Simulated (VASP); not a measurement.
Write the native input for VASP 6.6.1 that does the following.

```yaml
Task: single point
Functional: PBE
Potentials_or_basis: VASP PAW PBE potentials, release 64 (Al, B, As)
Cutoff: 520 eV
k_mesh: 6 × 6 × 6
Occupations: gaussian, width 0.1 eV
Spin: no spin polarisation
Dipole_correction: no
Further_INCAR_settings: ALGO = Normal; EDIFF = 1e-06; NBANDS = 20
```

The structure of Al3BAs2 lies in POSCAR:

```
Al3BAs2
1.0
    3.1813524634      1.8367547023      2.9120152172
   -3.1813524634      1.8367547023      2.9120152172
    0.0000000000     -3.6735094010      2.9120152194
Al B As
3 1 2
Direct
    0.0000000000      0.5000000000      0.0000000000
    0.5000000000      0.0000000000      0.0000000000
    0.0000000000      0.0000000000      0.5000000000
    0.0000000000      0.0000000000      0.0000000000
    0.6357806507      0.6357806507      0.6357806507
    0.3642193493      0.3642193493      0.3642193493
```

The input as run:

INCAR

```
ALGO = Normal ; EDIFF = 1E-6
ENCUT = 520 ; GGA = PE
ISIF = 2 ; ISMEAR = 0
LASPH = T ; LCHARG = T
LELF = T ; LREAL = F
LVHAR = T ; LWAVE = F
NBANDS = 20 ; NELM = 60
PREC = Accurate ; SIGMA = 0.1
```

KPOINTS

```
k-points
0
Gamma
  6 6 6
```

Potentials or basis: VASP PAW PBE potentials, release 64 (Al, B, As).

The run is started by

```sh
$ cat potpaw_PBE.64/Al/POTCAR potpaw_PBE.64/B/POTCAR potpaw_PBE.64/As/POTCAR > POTCAR
$ mpirun -np 1 vasp_std > vasp.out
```

Results of the run:

```json
{
 "Pressure": "0.2 GPa",
 "Largest force": "0.040 eV/Å",
 "Band gap on the k mesh": "zero (band 11 reaches 7.96 eV, above the bottom of band 12 at 5.64 eV)"
}
```

Run time: 28 s on 1 thread of AMD EPYC 9R45 96-Core Processor (Zen 5) (shared host), peak memory 0.2 GiB.
